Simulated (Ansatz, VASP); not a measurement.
**HgTe in VASP and in Ansatz**

```
Hg Te
1.0
     4.92512    0.00000    0.00000
    -2.46256    4.26528    0.00000
     0.00000    0.00000    7.37026
Hg Te
2 2
Direct
  0.33333 0.66667 0.25000
  0.66667 0.33333 0.75000
  0.66667 0.33333 0.25000
  0.33333 0.66667 0.75000
```

Alike in both runs: task single point; functional PBE; k mesh 6 × 6 × 4; occupations fermi-dirac, width 0.02 eV; no spin polarisation.

|  | VASP | Ansatz |
| --- | --- | --- |
| version | VASP 6.6.1 | Ansatz 0.2.0 |
| potentials or method | VASP PAW PBE potentials, release 64 (Hg, Te) | plane waves, PAW |
| plane-wave cutoff (eV) | 520 | 420 |
| valence electrons in the cell | 36 | 72 |

Ansatz gave:

| Item | Value |
| --- | --- |
| pressure (GPa) | -0.9 |
| traceless stress, the component that is largest in VASP (GPa) | 0.55 |

Problem. Which values does VASP return?

Solution. Pressure (GPa): -0.8; traceless stress, the component that is largest in VASP (GPa): 0.50.

VASP's potentials hold 36 valence electrons a cell and Ansatz's 72, so a difference there can come from the potentials and not from the codes.

Neither program's run includes spin-orbit coupling.
